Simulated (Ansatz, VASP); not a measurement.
## Two plane-wave programs on MgCdF4

INCAR

```
SYSTEM = MgCdF4
ALGO     = Fast           ! electronic algorithm
EDIFF    = 1E-7           ! SCF threshold, eV
ENCUT    = 520            ! plane-wave cutoff, eV
GGA      = PE             ! functional
ISIF     = 2              ! what is computed and relaxed
ISMEAR   = 0              ! smearing method
LASPH    = .TRUE.         ! aspherical terms in the spheres
LCHARG   = .FALSE.        ! write CHGCAR
LREAL    = .FALSE.        ! projectors in reciprocal space
LWAVE    = .FALSE.        ! write WAVECAR
NBANDS   = 30             ! bands
NELM     = 100            ! most SCF steps
PREC     = Accurate       ! precision mode
SIGMA    = 0.1            ! smearing width, eV
```

The input KPOINTS:

```
k-points
0
G
  6 6 4
  0 0 0
```

Contents of POSCAR:

```
MgCdF4
1.0
    3.4551805700      0.0000000000      0.0000000000
   -1.7275902800      2.9922741500      0.0000000000
    0.0000000000      0.0000000000      7.3864607300
Mg Cd F
1 1 4
Direct
    0.0000000000      0.0000000000      0.5000000000
    0.0000000000      0.0000000000      0.0000000000
    0.3333333300      0.6666666700      0.7407687300
    0.3333333300      0.6666666700      0.2592312700
    0.6666666700      0.3333333300      0.7407687300
    0.6666666700      0.3333333300      0.2592312700
```

Input for Ansatz:

```yaml
crystal:
  lattice:
    - [3.45518057, 0.0, 0.0]
    - [-1.72759028, 2.99227415, 0.0]
    - [0.0, 0.0, 7.38646073]
  atoms:
    - { symbol: Mg, position: [0.0, 0.0, 0.5] }
    - { symbol: Cd, position: [0.0, 0.0, 0.0] }
    - { symbol: F, position: [0.33333333, 0.66666667, 0.74076873] }
    - { symbol: F, position: [0.33333333, 0.66666667, 0.25923127] }
    - { symbol: F, position: [0.66666667, 0.33333333, 0.74076873] }
    - { symbol: F, position: [0.66666667, 0.33333333, 0.25923127] }
basis:
  ecutwfc: 420
kpoints:
  mp_grid: { grid: [6, 6, 4] }
hamiltonian:
  xc: pbe
scf:
  occupations: { method: gaussian, width: 0.1 }
  lower_state_search: "off"
output:
  forces: true
  stress: true
  eigenvalues: true
```

Change from the starting cell: species swapped into the TiNbB4 type (P6/mmm, No. 191).

Alike in both runs: task single point; functional PBE; k mesh 6 × 6 × 4; occupations gaussian, width 0.1 eV; no spin polarisation.

|  | VASP | Ansatz |
| --- | --- | --- |
| version | VASP 6.6.1 | Ansatz 0.2.0 |
| potentials or method | VASP PAW PBE potentials, release 64 (Mg, Cd, F), cutoff 520 eV | scalar-relativistic, plane waves, PAW |
| valence electrons in the cell | 42 | 58 |

```csv
,VASP,Ansatz,Ansatz less VASP
gap on the k mesh at the Fermi level (eV),none,none,-
pressure (GPa),9.6,9.9,+0.26
"traceless stress, the component that is largest in VASP (GPa)",-47.50,-47.67,-0.168
rms of the force components (eV/Å),0.387,0.379,-0.0073
```

Atom by atom the forces differ by 0.007 eV/Å (rms over components). A gap of «none» marks a metal or a gap that the smearing closes. VASP's potentials hold 42 valence electrons a cell and Ansatz's 58, so a difference there can come from the potentials and not from the codes.
